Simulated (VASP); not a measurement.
# ZnO (P6_3/mmc) in VASP: single point with PBE

Aim: the single point of ZnO with PBE.

Everything below comes from runs of VASP 6.6.1. Logs are shortened: lines on timing, memory, paths and dates and some standing lists are left out, and cuts for length are marked.

**1. The cell of the first run**

It takes space group P6_3/mmc (No. 194, hexagonal). The conventional cell has a = 3.250 Å, b = 3.250 Å, c = 5.205 Å, α = 90.00°, β = 90.00°, γ = 120.00°. Within 2.5 Å of Zn (site symmetry -6m2) lie 3 O at 1.88 Å. Within 2.5 Å of O (site symmetry -6m2) lie 3 Zn at 1.88 Å.

**2. Single point, PBE**

Contents of INCAR:

```
PREC     = Accurate       # precision mode
ENCUT    = 600            # plane-wave cutoff, eV
EDIFF    = 1E-6           # SCF threshold, eV
ISMEAR   = 0              # smearing method
SIGMA    = 0.1            # smearing width, eV
LREAL    = F              # projectors in reciprocal space
LASPH    = T              # aspherical terms in the spheres
NELM     = 120            # most SCF steps
ALGO     = Normal         # electronic algorithm
ISIF     = 2              # what is computed and relaxed
LWAVE    = F              # write WAVECAR
LCHARG   = T              # write CHGCAR
GGA      = PE             # functional
LELF     = T              # ELF
LVHAR    = T            
NBANDS   = 26             # bands
GGA_COMPAT= F
```

Contents of KPOINTS:

```
Automatic mesh
0
Gamma
  6 6 4
```

Contents of POSCAR:

```
ZnO
1.0
    3.2500000000      0.0000000000      0.0000000000
   -1.6250000000      2.8145825623      0.0000000000
    0.0000000000      0.0000000000      5.2050000000
Zn O
2 2
Direct
    0.3333333333      0.6666666667      0.0000000000
    0.6666666667      0.3333333333      0.5000000000
    0.3333333333      0.6666666667      0.5000000000
    0.6666666667      0.3333333333      1.0000000000
```

Potentials or basis: VASP PAW PBE potentials, release 64 (Zn, O).

Started as:

```
> cat potpaw_PBE.64/Zn/POTCAR potpaw_PBE.64/O/POTCAR > POTCAR
> mpirun -np 1 vasp_std > vasp.out
```

OUTCAR:

```text
PREC = Accurate
   ENCUT = 600
   EDIFF = 1E-6
   ISMEAR = 0
   LREAL = F
   LASPH = T
   NELM = 120
   ISIF = 2
   GGA = PE

 ion  position               nearest neighbor table
   1  0.333  0.667  0.000-   4 1.88   4 1.88   4 1.88
   2  0.667  0.333  0.500-   3 1.88   3 1.88   3 1.88
   3  0.333  0.667  0.500-   2 1.88   2 1.88   2 1.88
   4  0.667  0.333  0.000-   1 1.88   1 1.88   1 1.88

  LATTYP: Found a hexagonal cell.
 ALAT       =     3.2500000000
 C/A-ratio  =     1.6015384615

  Lattice vectors:

 A1 = (   3.2500000000,   0.0000000000,   0.0000000000)
 A2 = (  -1.6250000000,   2.8145825623,   0.0000000000)
 A3 = (   0.0000000000,   0.0000000000,   5.2050000000)

Analysis of symmetry for initial positions (statically):
=====================================================================
 Subroutine PRICEL returns:
 Original cell was already a primitive cell.

 Routine SETGRP: Setting up the symmetry group for a
 hexagonal supercell.

 Subroutine GETGRP returns: Found 24 space group operations
 (whereof 12 operations were pure point group operations)
 out of a pool of 24 trial point group operations.

The static configuration has the point symmetry D_3h.
 The point group associated with its full space group is D_6h.

Analysis of symmetry for dynamics (positions and initial velocities):
=====================================================================
 Subroutine PRICEL returns:
 Original cell was already a primitive cell.

 Routine SETGRP: Setting up the symmetry group for a
 hexagonal supercell.

 Subroutine GETGRP returns: Found 24 space group operations
 (whereof 12 operations were pure point group operations)
 out of a pool of 24 trial point group operations.

The dynamic configuration has the point symmetry D_3h.
 The point group associated with its full space group is D_6h.

 Subroutine INISYM returns: Found 24 space group operations
 (whereof 12 operations are pure point group operations),
 and found     1 'primitive' translations

----------------------------------------------------------------------------------------

                                     Primitive cell

  volume of cell :      47.6122

  direct lattice vectors                    reciprocal lattice vectors
     3.250000000  0.000000000  0.000000000     0.307692308  0.177646237  0.000000000
    -1.625000000  2.814582562  0.000000000     0.000000000  0.355292473  0.000000000
     0.000000000  0.000000000  5.205000000     0.000000000  0.000000000  0.192122959

  length of vectors
     3.250000000  3.250000000  5.205000000     0.355292473  0.355292473  0.192122959

  position of ions in fractional coordinates (direct lattice)
     0.333333333  0.666666667  0.000000000
     0.666666667  0.333333333  0.500000000
     0.333333333  0.666666667  0.500000000
     0.666666667  0.333333333  0.000000000

  ion indices of the primitive-cell ions
   primitive index   ion index
                 1           1
                 2           2
                 3           3
                 4           4

----------------------------------------------------------------------------------------

 KPOINTS: Automatic mesh

Automatic generation of k-mesh.
 Grid dimensions read from file:
 generate k-points for:    6    6    4

 Generating k-lattice:

  Cartesian coordinates                     Fractional coordinates (reciprocal lattice)
     0.051282051  0.029607706  0.000000000     0.166666667  0.000000000  0.000000000
     0.000000000  0.059215412  0.000000000     0.000000000  0.166666667  0.000000000
     0.000000000  0.000000000  0.048030740     0.000000000  0.000000000  0.250000000

  Length of vectors
     0.059215412  0.059215412  0.048030740

  Shift w.r.t. Gamma in fractional coordinates (k-lattice)
     0.000000000  0.000000000  0.000000000

 Subroutine IBZKPT returns following result:
 ===========================================

 Found     21 irreducible k-points:

 Following reciprocal coordinates:
            Coordinates               Weight
  0.000000  0.000000  0.000000      1.000000
  0.166667  0.000000  0.000000      6.000000
  0.333333  0.000000  0.000000      6.000000
  0.500000  0.000000  0.000000      3.000000
  0.166667  0.166667  0.000000      6.000000
  0.333333  0.166667  0.000000     12.000000
[... 13 lines left out ...]
  0.333333  0.166667  0.500000     12.000000
  0.333333  0.333333  0.500000      2.000000
   k-points           NKPTS =     21   k-points in BZ     NKDIM =     21   number of bands    NBANDS=     26
   number of dos      NEDOS =    301   number of ions     NIONS =      4
   total plane-waves  NPLWV =  32928
   dimension x,y,z NGX =    28 NGY =   28 NGZ =   42
   dimension x,y,z NGXF=    56 NGYF=   56 NGZF=   84
   ions per type =               2   2
   NGX,Y,Z   is equivalent  to a cutoff of  14.32, 14.32, 13.41 a.u.
   NGXF,Y,Z  is equivalent  to a cutoff of  28.65, 28.65, 26.83 a.u.
 SYSTEM =  unknown system
   PREC   = accura    normal or accurate (medium, high low for compatibility)
   ISTART =      0    job   : 0-new  1-cont  2-samecut
   ICHARG =      2    charge: 1-file 2-atom 10-const
   ISPIN  =      1    spin polarized calculation?
   LNONCOLLINEAR =      F non collinear calculations
   LSORBIT =      F    spin-orbit coupling
   LASPH  =      T    aspherical Exc in radial PAW
   ENCUT  =  600.0 eV  44.10 Ry    6.64 a.u.   6.49  6.49 10.40*2*pi/ulx,y,z
   NELM   =    120;   NELMIN=  2; NELMDL= -5     # of ELM steps
   EDIFF  = 0.1E-05   stopping-criterion for ELM
   LREAL  =      F    real-space projection
   EDIFFG = 0.1E-04   stopping-criterion for IOM
   NSW    =      0    number of steps for IOM
   IBRION =     -1    ionic relax: 0-MD 1-quasi-New 2-CG
   NFREE  =      0    steps in history (QN), initial steepest desc. (CG)
   ISIF   =      2    stress and relaxation
   ISYM   =      2    0-nonsym 1-usesym 2-fastsym
   POTIM  = 0.5000    time-step for ionic-motion
   TEBEG  =    0.0;   TEEND  =   0.0 temperature during run
   PSTRESS=    0.0 pullay stress
   NELECT =      36.0000    total number of electrons
   NUPDOWN=      -1.0000    fix difference up-down
   EMIN   =  10.00;   EMAX   =-10.00  energy-range for DOS
   EFERMI =   0.00;   METHOD = LEGACY
   ISMEAR =     0;   SIGMA  =   0.10  broadening in eV -4-tet -1-fermi 0-gaus
   EFERMI_NEDOS =   21; number of points for ismear=-14 and -15
   IALGO  =     38    algorithm
   IMIX   =      4    mixing-type and parameters
     AMIX     =   0.40;   BMIX     =  1.00
     AMIX_MAG =   1.60;   BMIX_MAG =  1.00
  volume/ion in A,a.u.               =      11.90        80.33
  Fermi-wavevector in a.u.,A,eV,Ry     =   1.491430  2.818395 30.264315  2.224364
  Thomas-Fermi vector in A             =   2.604086
   LORBIT       =      0    0 simple, 1 ext, 2 COOP (PROOUT), +10 PAW based schemes
   GGA     = PE    functional components
   LHFCALC =     F    Hartree Fock is set to
   AEXX    =    0.0000 exact exchange contribution
   IVDW    =     0    specifies the selected vdW correction
   LEPSILON=     F    determine dielectric tensor
   LRPA    =     F    only Hartree local field effects (RPA)
 non-spin polarized calculation
 Gauss-broadening in eV      SIGMA  =   0.10
  energy-cutoff  :      600.00
  volume of cell :       47.61
 maximum number of plane-waves:      1616
 NGX is ok and might be reduce to    28
   NGX = 13   NGY = 13   NGZ = 21

 number of electron      36.0000006 magnetization

 Free energy of the ion-electron system (eV)
  ---------------------------------------------------
  ext. energy  EPLUGINS =         0.00000000
  ---------------------------------------------------
  free energy    TOTEN  =       -17.28158319 eV

  energy without entropy =      -17.28158319  energy(sigma->0) =      -17.28158319

 E-fermi :   1.8360     XC(G=0): -10.8898

 val. band max:        1.3720128778   @ k =   0.0000   0.0000   0.0000
 cond. band min:       2.2788971979   @ k =   0.0000   0.0000   0.0000
 fundamental gap:      0.9068843201
 Fermi energy:         1.8360351795

 k-point     1 :       0.0000    0.0000    0.0000
  band No.  band energies     occupation
      1     -17.0096      2.00000
      2     -16.3466      2.00000
      3      -5.0333      2.00000
      4      -5.0333      2.00000
      5      -4.9861      2.00000
      6      -4.9861      2.00000
[... 18 lines left out ...]
     25      15.1131      0.00000
     26      16.3960      0.00000

 k-point     2 :       0.1667    0.0000    0.0000
  band No.  band energies     occupation
      1     -16.8521      2.00000
      2     -16.2615      2.00000
      3      -5.1112      2.00000
      4      -5.0230      2.00000
      5      -4.8597      2.00000
      6      -4.7742      2.00000
[... 18 lines left out ...]
     25      14.4850      0.00000
     26      16.0477      0.00000

 k-point     3 :       0.3333    0.0000    0.0000
  band No.  band energies     occupation
      1     -16.4997      2.00000
      2     -16.1108      2.00000
      3      -5.1835      2.00000
      4      -4.8750      2.00000
      5      -4.4059      2.00000
      6      -4.2741      2.00000
[... 18 lines left out ...]
     25      15.3537      0.00000
     26      16.9395      0.00000

 k-point     4 :       0.5000    0.0000    0.0000
  band No.  band energies     occupation
      1     -16.2793      2.00000
      2     -16.0703      2.00000
      3      -5.1083      2.00000
      4      -4.6285      2.00000
      5      -4.1763      2.00000
      6      -4.0959      2.00000
[... 18 lines left out ...]
     25      15.7340      0.00000
     26      16.5127      0.00000

 k-point     5 :       0.1667    0.1667    0.0000
  band No.  band energies     occupation
      1     -16.5957      2.00000
      2     -16.1441      2.00000
      3      -5.1129      2.00000
      4      -5.0026      2.00000
      5      -4.5239      2.00000
      6      -4.4027      2.00000
[... 18 lines left out ...]
     25      14.7903      0.00000
     26      15.6983      0.00000

 k-point     6 :       0.3333    0.1667    0.0000
  band No.  band energies     occupation
      1     -16.2879      2.00000
      2     -16.0667      2.00000
      3      -4.9339      2.00000
      4      -4.6845      2.00000
      5      -4.1800      2.00000
      6      -4.0783      2.00000
[... 340 lines left out ...]
 k-point    18 :       0.5000    0.0000    0.5000
  band No.  band energies     occupation
      1     -16.1659      2.00000
      2     -16.1659      2.00000
      3      -5.0316      2.00000
      4      -5.0316      2.00000
      5      -4.3089      2.00000
      6      -4.3089      2.00000
[... 18 lines left out ...]
     25      15.9203      0.00000
     26      15.9203      0.00000

 k-point    19 :       0.1667    0.1667    0.5000
  band No.  band energies     occupation
      1     -16.3679      2.00000
      2     -16.3679      2.00000
      3      -5.1340      2.00000
      4      -5.1340      2.00000
      5      -4.4916      2.00000
      6      -4.4916      2.00000
[... 18 lines left out ...]
     25      15.0608      0.00000
     26      15.0608      0.00000

 k-point    20 :       0.3333    0.1667    0.5000
  band No.  band energies     occupation
      1     -16.1687      2.00000
      2     -16.1687      2.00000
      3      -4.9352      2.00000
      4      -4.9352      2.00000
      5      -4.3033      2.00000
      6      -4.3033      2.00000
[... 18 lines left out ...]
     25      15.5107      0.00000
     26      15.5107      0.00000

 k-point    21 :       0.3333    0.3333    0.5000
  band No.  band energies     occupation
      1     -16.1035      2.00000
      2     -16.1035      2.00000
      3      -4.6460      2.00000
      4      -4.6460      2.00000
      5      -4.3038      2.00000
      6      -4.3038      2.00000
[... 18 lines left out ...]
     25      16.8184      0.00000
     26      16.8184      0.00000

------------------------ aborting loop because EDIFF is reached ----------------------------------------

  FORCE on cell =-STRESS in cart. coord.  units (eV):
  Direction    XX          YY          ZZ          XY          YZ          ZX
  --------------------------------------------------------------------------------------
  -------------------------------------------------------------------------------------
  Total        5.5031672      5.5031672     -0.1279719      0.0000000     -0.0000000      0.0000000
  in kB      185.1847441    185.1847441     -4.3063279      0.0000000     -0.0000000      0.0000000
  external PRESSURE =     122.0210534 kB  Pullay stress =       0.0000000 kB

 VOLUME and BASIS-vectors are now :
 -----------------------------------------------------------------------------
  energy-cutoff  :      600.00
  volume of cell :       47.61
      direct lattice vectors                 reciprocal lattice vectors
     3.250000000  0.000000000  0.000000000     0.307692308  0.177646237  0.000000000
    -1.625000000  2.814582562  0.000000000     0.000000000  0.355292473  0.000000000
     0.000000000  0.000000000  5.205000000     0.000000000  0.000000000  0.192122959

 POSITION                                       TOTAL-FORCE (eV/Angst)
 -----------------------------------------------------------------------------------
     -0.00000      1.87639      0.00000         0.000000      0.000000      0.000000
      1.62500      0.93819      2.60250        -0.000000      0.000000      0.000000
     -0.00000      1.87639      2.60250         0.000000     -0.000000      0.000000
      1.62500      0.93819      0.00000         0.000000      0.000000      0.000000
 -----------------------------------------------------------------------------------
    total drift:                               -0.000000      0.000000     -0.000000

  FREE ENERGIE OF THE ION-ELECTRON SYSTEM (eV)
  ---------------------------------------------------
  free  energy   TOTEN  =       -17.2815831875 eV

  energy  without entropy=      -17.2815831875  energy(sigma->0) =      -17.28158319
```

Wall time 36 s (1 thread of Intel Xeon 8259CL, shared host); peak memory 0.18 GiB.

Results:

* Free energy: -17.2816 eV
* Pressure: 12.2 GPa
* Band gap on the k mesh: 0.91 eV

Stress tensor (GPa, compression positive):
```
18.52  0.00  0.00
 0.00 18.52  0.00
 0.00  0.00 -0.43
```

Caveat: the stress differs along the axes, from -0 to 19 GPa.
